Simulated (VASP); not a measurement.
Input of a VASP 6.6.1 run:

File INCAR:

```
SYSTEM = InAs
ALGO = Normal
EDIFF = 1E-7
ENCUT = 520
GGA = PE
ISIF = 2
ISMEAR = -1
LASPH = .TRUE.
LCHARG = .FALSE.
LREAL = .FALSE.
LWAVE = .FALSE.
NBANDS = 16
NELM = 100
PREC = Accurate
SIGMA = 0.02
```

Contents of KPOINTS:

```
k-points
0
G
  8 8 8
  0 0 0
```

Contents of POSCAR:

```
InAs
1.0
    0.0000000000      3.1156822825      3.1156822825
    3.1156822825      0.0000000000      3.1156822825
    3.1156822825      3.1156822825      0.0000000000
In As
1 1
Direct
    0.0000000000      0.0000000000      0.0000000000
    0.2500000000      0.2500000000      0.2500000000
```

Potentials or basis: VASP PAW PBE potentials, release 64 (In_d, As).

Command:

```sh
$ cat potpaw_PBE.64/In_d/POTCAR potpaw_PBE.64/As/POTCAR > POTCAR
$ mpirun -np 1 vasp_std > vasp.out
```

**Question.** What does it give for the pressure?

**Answer.** -1.0 GPa.

**Question.** What does it give for the band gap on the k mesh?

**Answer.** Zero (filled and empty bands touch).

Caveat: the cell differs from its parent crystal (strain +2.0%); spin-orbit coupling is left out, which moves the levels of the heavy elements.
